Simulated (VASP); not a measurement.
Input of a VASP 6.6.1 run:

File INCAR:

```
SYSTEM = Si3Ge
PREC = Accurate
ENCUT = 600
EDIFF = 1E-7
ISMEAR = 0
SIGMA = 0.02
LREAL = .FALSE.
LASPH = .TRUE.
NELM = 80
ALGO = Normal
ISIF = 4
LWAVE = .FALSE.
LCHARG = .FALSE.
GGA = PE
IBRION = 2
NSW = 50
EDIFFG = -0.01
```

File KPOINTS:

```
regular mesh
0
G
  10 10 6
  0 0 0
```

File POSCAR:

```
Si3Ge
1.0
    3.7918388360      0.0000000000      0.0000000000
    0.0000000000      3.7918388360      0.0000000000
    0.0000000000      0.0000000000      5.3593241058
Si Ge
3 1
Direct
    0.5000000000      0.5000000000      0.0000000000
    0.0000000000      0.5000000000      0.7557660567
    0.5000000000      0.0000000000      0.2442339433
    0.0000000000      0.0000000000      0.5000000000
```

Potentials or basis: VASP PAW PBE potentials, release 64 (Si, Ge_d).

Run with:

```bash
$ cat potpaw_PBE.64/Si/POTCAR potpaw_PBE.64/Ge_d/POTCAR > POTCAR
$ mpirun -np 1 vasp_std > vasp.out
```

Q: Predict the band gap on the k mesh.

A: 0.18 eV (least direct gap 0.50 eV).

Forces in eV/Å, atoms in the order of the input:
```
Si   0.000  0.000  0.000
Si   0.000  0.000 -0.007
Si   0.000  0.000  0.007
Ge   0.000  0.000  0.000
```

Caveat: the relaxation stopped at its first step, so nothing moved; semilocal functionals underestimate gaps, and a narrow one can read as zero. A k mesh can miss the band edges.
